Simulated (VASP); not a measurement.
Here is a VASP 6.6.1 calculation.

File INCAR:

```
SYSTEM = MgB2
  PREC = Accurate
  ENCUT = 520
  EDIFF = 1E-7
  ISMEAR = 0
  SIGMA = 0.1
  LREAL = .False.
  LASPH = .True.
  NELM = 80
  ALGO = Normal
  ISIF = 2
  LWAVE = .False.
  LCHARG = .True.
  GGA = PS
  LELF = .True.
  LVHAR = .True.
  NBANDS = 11
```

Contents of KPOINTS:

```
regular mesh
0
Gamma
  15 15 12
  0 0 0
```

POSCAR

```
MgB2
1.0
    3.0596728497      0.0000000000      0.0000000000
   -1.5298364249      2.6497544151      0.0000000000
    0.0000000000      0.0000000000      3.4412311700
Mg B
1 2
Direct
    0.0000000000      0.0000000000      0.0000000000
    0.3333333333      0.6666666667      0.5000000000
    0.6666666667      0.3333333333      0.5000000000
```

Potentials or basis: VASP PAW PBE potentials, release 64 (Mg, B).

Command:

```bash
$ cat potpaw_PBE.64/Mg/POTCAR potpaw_PBE.64/B/POTCAR > POTCAR
$ mpirun -np 1 vasp_std > vasp.out
```

(1) Predict the pressure.

(2) What does it give for the band gap on the k mesh?

## Answers

(1) 2.5 GPa.

(2) zero (band 4 reaches 7.40 eV, above the bottom of band 5 at 3.36 eV).

Caveat: the cell differs from its parent crystal (strained); the PAW data sets were made with another functional, which shifts forces and pressure a little.
